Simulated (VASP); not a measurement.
# Nb20H (a cell with a defect) in VASP: single point with LDA

Aim: the single point of Nb20H (a cell with a defect) with LDA.

All numbers are computed with VASP 6.6.1; they aren't measurements. Logs are shortened: lines on timing, memory, paths and dates and some standing lists are left out, and cuts for length are marked.

## Step 1: The cell of the first run

The cell holds a defect, 21 atoms: a = 7.078 Å, b = 7.078 Å, c = 7.078 Å, α = 80.92°, β = 80.92°, γ = 80.92°.

## Step 2: Single point, LDA

The input, INCAR:

```
SYSTEM = Nb20H
PREC = Accurate
ENCUT = 400
EDIFF = 1E-6
ISMEAR = 0
SIGMA = 0.1
LREAL = .False.
LASPH = .True.
NELM = 120
ALGO = Normal
ISIF = 2
LWAVE = .False.
LCHARG = .True.
LELF = .True.
LVHAR = .True.
NBANDS = 146
GGA_COMPAT = .False.
```

The input, KPOINTS:

```
regular mesh
0
Gamma
  3 3 3
  0 0 0
```

The input, POSCAR:

```
Nb20H
1.0
   -4.8714952684     -4.8714952684      1.6238317561
   -4.8714952684      1.6238317561     -4.8714952684
    1.6238317561     -4.8714952684     -4.8714952684
Nb H
20 1
Direct
    0.8011455590      0.7909668567      0.7866345113
    0.4016208868      0.8998215144      0.8995362324
    0.9007599737      0.3985710943      0.8995661924
    0.9010501516      0.8995024235      0.3982138836
    0.5976780823      0.5962059470      0.5972049729
    0.1996652355      0.6976501696      0.6984527465
    0.7008387388      0.1986312306      0.7004621604
    0.3004087697      0.2999401251      0.8021907412
    0.7010626536      0.7001855615      0.1990729943
    0.3006463866      0.8012756833      0.3005102888
    0.8010546013      0.3010843938      0.3022122816
    0.4001181142      0.4016210408      0.4025284624
   -0.0007135899      0.4977136621      0.4988044463
    0.4994009982      0.0000218311      0.5020901623
    0.1006575955      0.0986135105      0.6018001842
    0.4990237424      0.5026691324      0.0004336040
    0.1010804533      0.6006782392      0.0990694691
    0.5921752647      0.1120657970      0.1073744243
    0.2003697420      0.2041312154      0.2048041607
    0.0087591587      0.0026250564      0.0013198104
    0.7662893002      0.9276528460     -0.0072118617
```

Potentials or basis: VASP PAW LDA potentials, release 64 (Nb_sv, H).

Launch:

```console
$ cat potpaw_LDA.64/Nb_sv/POTCAR potpaw_LDA.64/H/POTCAR > POTCAR
$ mpirun -np 1 vasp_std > vasp.out
```

OUTCAR:

```text
SYSTEM = Nb20H
   PREC = Accurate
   ENCUT = 400
   EDIFF = 1E-6
   ISMEAR = 0
   LREAL = .False.
   LASPH = .True.
   NELM = 120
   ISIF = 2

 ion  position               nearest neighbor table
   1  0.801  0.791  0.787-  21 1.84   4 2.75   5 2.76   3 2.78   6 2.79   2 2.83   7 2.85   9 2.89
                            20 2.97
   2  0.402  0.900  0.900-  20 2.77  16 2.79  14 2.79   8 2.81  10 2.82   1 2.83   6 2.84  18 2.86

   3  0.901  0.399  0.900-   1 2.78  20 2.80   8 2.81   7 2.81  13 2.82  17 2.82  11 2.83  16 2.83

   4  0.901  0.900  0.398-   1 2.75  20 2.80   9 2.81  10 2.81  11 2.82  13 2.82  15 2.82  14 2.83

   5  0.598  0.596  0.597-  12 2.75   1 2.76   6 2.80   7 2.80   9 2.81  13 2.82  16 2.83  14 2.83

   6  0.200  0.698  0.698-   1 2.79   8 2.80   5 2.80  10 2.80  13 2.81  17 2.81  15 2.81   2 2.84

   7  0.701  0.199  0.700-   5 2.80  11 2.80  14 2.81   3 2.81  15 2.81   8 2.82   1 2.85  18 2.86

   8  0.300  0.300  0.802-   6 2.80   3 2.81  16 2.81  12 2.81   2 2.81   7 2.82  15 2.82  19 2.83

   9  0.701  0.700  0.199-  16 2.80   4 2.81   5 2.81  11 2.81  17 2.81  10 2.82   1 2.89  18 2.89

  10  0.301  0.801  0.301-   6 2.80   4 2.81  14 2.81  12 2.81   9 2.82   2 2.82  17 2.82  19 2.83

  11  0.801  0.301  0.302-  13 2.77  18 2.78  19 2.80   7 2.80   9 2.81   4 2.82  12 2.82   3 2.83

  12  0.400  0.402  0.403-   5 2.75  19 2.79  13 2.81   8 2.81  10 2.81  11 2.82  14 2.82  16 2.83

  13  0.999  0.498  0.499-  11 2.77  15 2.81  12 2.81   6 2.81  17 2.82   3 2.82   5 2.82   4 2.82

  14  0.499  0.000  0.502-  18 2.78   2 2.79  15 2.80   7 2.81  10 2.81  12 2.82   4 2.83   5 2.83

  15  0.101  0.099  0.602-  19 2.80  20 2.80  14 2.80   7 2.81  13 2.81   6 2.81   8 2.82   4 2.82

  16  0.499  0.503  0.000-  18 2.75   2 2.79  17 2.80   9 2.80   8 2.81  12 2.83   5 2.83   3 2.83

  17  0.101  0.601  0.099-  19 2.79  16 2.80   9 2.81   6 2.81  13 2.82  20 2.82  10 2.82   3 2.82

  18  0.592  0.112  0.107-  21 1.84  19 2.75  16 2.75  11 2.78  14 2.78   7 2.86   2 2.86   9 2.89
                            20 2.94
  19  0.200  0.204  0.205-  18 2.75  12 2.79  17 2.79  20 2.80  15 2.80  11 2.80   8 2.83  10 2.83

  20  0.009  0.003  0.001-  21 1.89   2 2.77   3 2.80  19 2.80  15 2.80   4 2.80  17 2.82  18 2.94
                             1 2.97
  21  0.766  0.928  0.993-   1 1.84  18 1.84  20 1.89

  LATTYP: Found a trigonal (rhomboedric) cell.
 ALAT       =     7.0781185263
 COS(alpha) =     0.1578947368

  Lattice vectors:

 A1 = (  -4.8714952684,  -4.8714952684,   1.6238317561)
 A2 = (  -4.8714952684,   1.6238317561,  -4.8714952684)
 A3 = (   1.6238317561,  -4.8714952684,  -4.8714952684)

Analysis of symmetry for initial positions (statically):
=====================================================================
 Subroutine PRICEL returns:
 Original cell was already a primitive cell.

 Routine SETGRP: Setting up the symmetry group for a
 trigonal (rhombohedral) supercell.

 Subroutine GETGRP returns: Found  1 space group operations
 (whereof  1 operations were pure point group operations)
 out of a pool of 12 trial point group operations.

The static configuration has the point symmetry C_1 .

Analysis of symmetry for dynamics (positions and initial velocities):
=====================================================================
 Subroutine PRICEL returns:
 Original cell was already a primitive cell.

 Routine SETGRP: Setting up the symmetry group for a
 trigonal (rhombohedral) supercell.

 Subroutine GETGRP returns: Found  1 space group operations
 (whereof  1 operations were pure point group operations)
 out of a pool of 12 trial point group operations.

The dynamic configuration has the point symmetry C_1 .

 Subroutine INISYM returns: Found  1 space group operations
 (whereof  1 operations are pure point group operations),
 and found     1 'primitive' translations

----------------------------------------------------------------------------------------

                                     Primitive cell

  volume of cell :     342.5414

  direct lattice vectors                    reciprocal lattice vectors
    -4.871495268 -4.871495268  1.623831756    -0.092374102 -0.092374102  0.061582735
    -4.871495268  1.623831756 -4.871495268    -0.092374102  0.061582735 -0.092374102
     1.623831756 -4.871495268 -4.871495268     0.061582735 -0.092374102 -0.092374102

  length of vectors
     7.078118526  7.078118526  7.078118526     0.144424314  0.144424314  0.144424314

  position of ions in fractional coordinates (direct lattice)
     0.801145559  0.790966857  0.786634511
     0.401620887  0.899821514  0.899536232
     0.900759974  0.398571094  0.899566192
     0.901050152  0.899502424  0.398213884
     0.597678082  0.596205947  0.597204973
     0.199665235  0.697650170  0.698452747
[... 13 lines left out ...]
     0.008759159  0.002625056  0.001319810
     0.766289300  0.927652846  0.992788138

  ion indices of the primitive-cell ions
   primitive index   ion index
                 1           1
                 2           2
                 3           3
                 4           4
                 5           5
                 6           6
[... 13 lines left out ...]
                20          20
                21          21

----------------------------------------------------------------------------------------

 KPOINTS: regular mesh

Automatic generation of k-mesh.
 Grid dimensions read from file:
 generate k-points for:    3    3    3

 Generating k-lattice:

  Cartesian coordinates                     Fractional coordinates (reciprocal lattice)
    -0.030791367 -0.030791367  0.020527578     0.333333333  0.000000000  0.000000000
    -0.030791367  0.020527578 -0.030791367     0.000000000  0.333333333  0.000000000
     0.020527578 -0.030791367 -0.030791367     0.000000000  0.000000000  0.333333333

  Length of vectors
     0.048141438  0.048141438  0.048141438

  Shift w.r.t. Gamma in fractional coordinates (k-lattice)
     0.000000000  0.000000000  0.000000000

 Subroutine IBZKPT returns following result:
 ===========================================

 Found     14 irreducible k-points:

 Following reciprocal coordinates:
            Coordinates               Weight
  0.000000  0.000000  0.000000      1.000000
  0.333333 -0.000000 -0.000000      2.000000
 -0.000000  0.333333  0.000000      2.000000
 -0.000000 -0.000000  0.333333      2.000000
  0.333333  0.333333 -0.000000      2.000000
 -0.333333  0.000000 -0.333333      2.000000
  0.000000  0.333333  0.333333      2.000000
 -0.333333  0.333333  0.000000      2.000000
  0.333333  0.000000 -0.333333      2.000000
  0.000000 -0.333333  0.333333      2.000000
  0.333333  0.333333  0.333333      2.000000
 -0.333333  0.333333  0.333333      2.000000
  0.333333 -0.333333  0.333333      2.000000
  0.333333  0.333333 -0.333333      2.000000
   k-points           NKPTS =     14   k-points in BZ     NKDIM =     14   number of bands    NBANDS=    146
   number of dos      NEDOS =    301   number of ions     NIONS =     21
   total plane-waves  NPLWV = 110592
   dimension x,y,z NGX =    48 NGY =   48 NGZ =   48
   dimension x,y,z NGXF=    96 NGYF=   96 NGZF=   96
   ions per type =              20   1
   NGX,Y,Z   is equivalent  to a cutoff of  11.27, 11.27, 11.27 a.u.
   NGXF,Y,Z  is equivalent  to a cutoff of  22.55, 22.55, 22.55 a.u.
 SYSTEM =  Nb20H
   PREC   = accura    normal or accurate (medium, high low for compatibility)
   ISTART =      0    job   : 0-new  1-cont  2-samecut
   ICHARG =      2    charge: 1-file 2-atom 10-const
   ISPIN  =      1    spin polarized calculation?
   LNONCOLLINEAR =      F non collinear calculations
   LSORBIT =      F    spin-orbit coupling
   LASPH  =      T    aspherical Exc in radial PAW
   ENCUT  =  400.0 eV  29.40 Ry    5.42 a.u.  11.54 11.54 11.54*2*pi/ulx,y,z
   NELM   =    120;   NELMIN=  2; NELMDL= -5     # of ELM steps
   EDIFF  = 0.1E-05   stopping-criterion for ELM
   LREAL  =      F    real-space projection
   EDIFFG = 0.1E-04   stopping-criterion for IOM
   NSW    =      0    number of steps for IOM
   IBRION =     -1    ionic relax: 0-MD 1-quasi-New 2-CG
   NFREE  =      0    steps in history (QN), initial steepest desc. (CG)
   ISIF   =      2    stress and relaxation
   ISYM   =      2    0-nonsym 1-usesym 2-fastsym
   POTIM  = 0.5000    time-step for ionic-motion
   TEBEG  =    0.0;   TEEND  =   0.0 temperature during run
   PSTRESS=    0.0 pullay stress
   NELECT =     261.0000    total number of electrons
   NUPDOWN=      -1.0000    fix difference up-down
   EMIN   =  10.00;   EMAX   =-10.00  energy-range for DOS
   EFERMI =   0.00;   METHOD = LEGACY
   ISMEAR =     0;   SIGMA  =   0.10  broadening in eV -4-tet -1-fermi 0-gaus
   EFERMI_NEDOS =   21; number of points for ismear=-14 and -15
   IALGO  =     38    algorithm
   IMIX   =      4    mixing-type and parameters
     AMIX     =   0.40;   BMIX     =  1.00
     AMIX_MAG =   1.60;   BMIX_MAG =  1.00
  volume/ion in A,a.u.               =      16.31       110.08
  Fermi-wavevector in a.u.,A,eV,Ry     =   1.495262  2.825636 30.420022  2.235809
  Thomas-Fermi vector in A             =   2.607429
   LORBIT       =      0    0 simple, 1 ext, 2 COOP (PROOUT), +10 PAW based schemes
   GGA     = CA    functional components
   LHFCALC =     F    Hartree Fock is set to
   AEXX    =    0.0000 exact exchange contribution
   IVDW    =     0    specifies the selected vdW correction
   LEPSILON=     F    determine dielectric tensor
   LRPA    =     F    only Hartree local field effects (RPA)
 non-spin polarized calculation
 Gauss-broadening in eV      SIGMA  =   0.10
  energy-cutoff  :      400.00
  volume of cell :      342.54
 maximum number of plane-waves:      6243
 NGX is ok and might be reduce to    48
   NGX = 23   NGY = 23   NGZ = 23

 number of electron     260.9999998 magnetization

 Free energy of the ion-electron system (eV)
  ---------------------------------------------------
  ext. energy  EPLUGINS =         0.00000000
  ---------------------------------------------------
  free energy    TOTEN  =      -229.18355751 eV

  energy without entropy =     -229.05847514  energy(sigma->0) =     -229.12101632

 E-fermi :  11.7928     XC(G=0): -13.0030

 val. band max:       11.7924370980   @ k =  -0.0000   0.3333   0.0000
 cond. band min:      11.7949629035   @ k =  -0.3333   0.3333   0.0000
 fundamental gap:      0.0025258055
 Fermi energy:        11.7928014583

 k-point     1 :       0.0000    0.0000    0.0000
  band No.  band energies     occupation
      1     -42.2520      2.00000
      2     -42.0603      2.00000
      3     -42.0467      2.00000
      4     -42.0393      2.00000
      5     -42.0218      2.00000
      6     -42.0137      2.00000
[... 134 lines left out ...]
    141      13.6932      0.00000
    142      13.7228      0.00000

 k-point     2 :       0.3333   -0.0000   -0.0000
  band No.  band energies     occupation
      1     -42.2180      2.00000
      2     -42.1310      2.00000
      3     -42.0411      2.00000
      4     -42.0351      2.00000
      5     -42.0078      2.00000
      6     -41.9885      2.00000
[... 1874 lines left out ...]
    141      13.3443      0.00000
    142      13.4603      0.00000
 [bands above 142 left out]

------------------------ aborting loop because EDIFF is reached ----------------------------------------

  FORCE on cell =-STRESS in cart. coord.  units (eV):
  Direction    XX          YY          ZZ          XY          YZ          ZX
  --------------------------------------------------------------------------------------
  -------------------------------------------------------------------------------------
  Total        0.9700424      1.5631508      3.3060466     -0.1334415     -0.8483189     -0.8391499
  in kB        4.5372033      7.3113636     15.4634531     -0.6241490     -3.9678627     -3.9249762
  external PRESSURE =       9.1040067 kB  Pullay stress =       0.0000000 kB

 VOLUME and BASIS-vectors are now :
 -----------------------------------------------------------------------------
  energy-cutoff  :      400.00
  volume of cell :      342.54
      direct lattice vectors                 reciprocal lattice vectors
    -4.871495268 -4.871495268  1.623831756    -0.092374102 -0.092374102  0.061582735
    -4.871495268  1.623831756 -4.871495268    -0.092374102  0.061582735 -0.092374102
     1.623831756 -4.871495268 -4.871495268     0.061582735 -0.092374102 -0.092374102

 POSITION                                       TOTAL-FORCE (eV/Angst)
 -----------------------------------------------------------------------------------
     -6.47861     -6.45047     -6.38435        -0.036934      0.026496     -0.021232
     -4.87927     -4.87742     -8.11340        -0.016361      0.011499     -0.009357
     -4.86894     -8.12307     -4.86119        -0.013650      0.009249      0.004862
     -8.12475     -4.86872     -4.85866        -0.023400      0.022382      0.009819
     -4.84624     -4.85273     -4.84317        -0.014622      0.003148     -0.017989
     -3.23710     -3.24231     -6.47689        -0.006633      0.013255     -0.005642
[... 13 lines left out ...]
     -0.05331     -0.04484     -0.00499        -0.006722      0.030247      0.008722
     -6.63991     -7.06299     -8.11109         0.292135     -0.298290      0.001640
 -----------------------------------------------------------------------------------
    total drift:                                0.000018     -0.000340     -0.000630

  FREE ENERGIE OF THE ION-ELECTRON SYSTEM (eV)
  ---------------------------------------------------
  free  energy   TOTEN  =      -229.1835575113 eV

  energy  without entropy=     -229.0584751375  energy(sigma->0) =     -229.12101632
```

It took 9.2 min on 1 thread of AMD EPYC 9R45 (Zen 5), shared host; peak memory 0.42 GiB.

What came out:

```
Free energy            : -229.1836 eV
Pressure               : 0.9 GPa
Largest force          : 0.418 eV/Å
Band gap on the k mesh : zero (an odd number of electrons rules out a gap without spin polarisation)
```

Forces in eV/Å, atoms in the order of the input:
```
Nb  -0.037  0.026 -0.021
Nb  -0.016  0.011 -0.009
Nb  -0.014  0.009  0.005
Nb  -0.023  0.022  0.010
Nb  -0.015  0.003 -0.018
Nb  -0.007  0.013 -0.006
Nb  -0.008  0.029 -0.003
Nb  -0.001  0.012  0.001
Nb   0.005  0.006 -0.004
Nb  -0.015  0.020  0.002
Nb  -0.008  0.012  0.009
Nb  -0.021  0.000 -0.015
Nb  -0.003  0.012  0.013
Nb  -0.016  0.014 -0.002
Nb  -0.015  0.014  0.002
Nb  -0.023  0.014 -0.009
Nb  -0.012  0.011  0.006
Nb  -0.044  0.027  0.015
Nb  -0.013  0.011  0.016
Nb  -0.007  0.030  0.009
H    0.292 -0.298  0.002
```
